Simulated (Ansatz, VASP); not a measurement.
# BN: VASP beside Ansatz

```
B N
1.0
     2.37879    0.00000    0.00000
    -1.18940    2.06009    0.00000
     0.00000    0.00000    6.32814
B N
2 2
Direct
  0.33333 0.66667 0.25000
  0.66667 0.33333 0.75000
  0.33333 0.66667 0.75000
  0.66667 0.33333 0.25000
```

Change from the starting cell: strain -0.050 along x and y, -0.050 along z, atoms carried along.

Alike in both runs: task single point; functional r2SCAN; k mesh 12 × 12 × 4; occupations gaussian, width 0.05 eV; no spin polarisation.

|  | VASP | Ansatz |
| --- | --- | --- |
| version | VASP 6.6.1 | Ansatz 0.2.0 |
| potentials or method | VASP PAW PBE potentials, release 64 (B, N), cutoff 520 eV | scalar-relativistic, plane waves, PAW |
| valence electrons in the cell | 16 | 16 |

Ansatz gave:

* gap on the k mesh at the Fermi level (eV): 5.00
* least direct gap on the mesh (eV): 5.50
* pressure (GPa): 49.2
* traceless stress, the component that is largest in VASP (GPa): -45.90

Problem. Estimate VASP's values.

Solution. gap on the k mesh at the Fermi level (eV): 5.05; least direct gap on the mesh (eV): 5.55; pressure (GPa): 49.7; traceless stress, the component that is largest in VASP (GPa): -46.82.

VASP's potentials were made for PBE, not for r2SCAN. Both programs put the cell under a high pressure, so it lies far from rest at this level. The functional is the same, so the differences come from potentials, cutoffs and numerics.
